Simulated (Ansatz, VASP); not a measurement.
## Pt: VASP beside Ansatz

```
Pt
1.0
     0.00000    1.96134    1.96134
     1.96134    0.00000    1.96134
     1.96134    1.96134    0.00000
Pt
1
Direct
  0.00000 0.00000 0.00000
```

Alike in both runs: task relaxation of cell and atoms; functional LDA; k mesh 19 × 19 × 19; occupations fermi-dirac, width 0.08 eV; no spin polarisation.

|  | VASP | Ansatz |
| --- | --- | --- |
| version | VASP 6.6.1 | Ansatz 0.2.0 |
| potentials or method | VASP PAW LDA potentials, release 64 (Pt) | PAW with Ansatz's default frozen-core files, scalar-relativistic |
| plane-wave cutoff (eV) | 500 | 420 |
| valence electrons in the cell | 10 | 18 |

|  | VASP | Ansatz | Ansatz less VASP |
| --- | --- | --- | --- |
| relaxed volume (Å³/atom) | 14.81 | 14.77 | -0.039 |
| relaxed cell length with the largest relative difference (Å) | 2.756 | 2.754 | -0.0024 |

LDA's correlation is that of Perdew and Zunger in VASP and of Perdew and Wang (1992) in Ansatz. VASP's potentials hold 10 valence electrons a cell and Ansatz's 18, so a difference there can come from the potentials and not from the codes.

Spin-orbit coupling is off throughout.
